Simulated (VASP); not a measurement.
A run of VASP 6.6.1:

Contents of INCAR:

```
SYSTEM = Li
  PREC = Accurate
  ENCUT = 520
  EDIFF = 1E-6
  ISMEAR = 0
  SIGMA = 0.15
  LREAL = .False.
  LASPH = .True.
  NELM = 60
  ALGO = Fast
  ISIF = 2
  LWAVE = .False.
  LCHARG = .False.
  GGA = PE
  IVDW = 12
  NBANDS = 10
```

The input KPOINTS:

```
Automatic mesh
0
Gamma
  16 16 12
  0 0 0
```

Contents of POSCAR:

```
Li
1.0
    0.0000000000     -2.0886081792     -2.0886081792
    0.0000000000      2.0886081792     -2.0886081792
    4.1772163584      0.0000000000      0.0000000000
Li
2
Direct
    0.6220908749      0.4186060834      0.5000000000
   -0.1220908749      0.0813939166      0.0000000000
```

Potentials or basis: VASP PAW PBE potentials, release 64 (Li_sv).

Run with:

```console
$ cat potpaw_PBE.64/Li_sv/POTCAR > POTCAR
$ mpirun -np 1 vasp_std > vasp.out
```

Hardware: 1 thread of Oxide Virtual Turin-like Processor, with other jobs on the host.

**Question.** Estimate the wall time of this run.

**Answer.** It took 4.6 min on 1 thread of Oxide Virtual Turin-like Processor, with other jobs on the host, peak memory 0.31 GiB. Counts: scf iterations 13, k points 910.
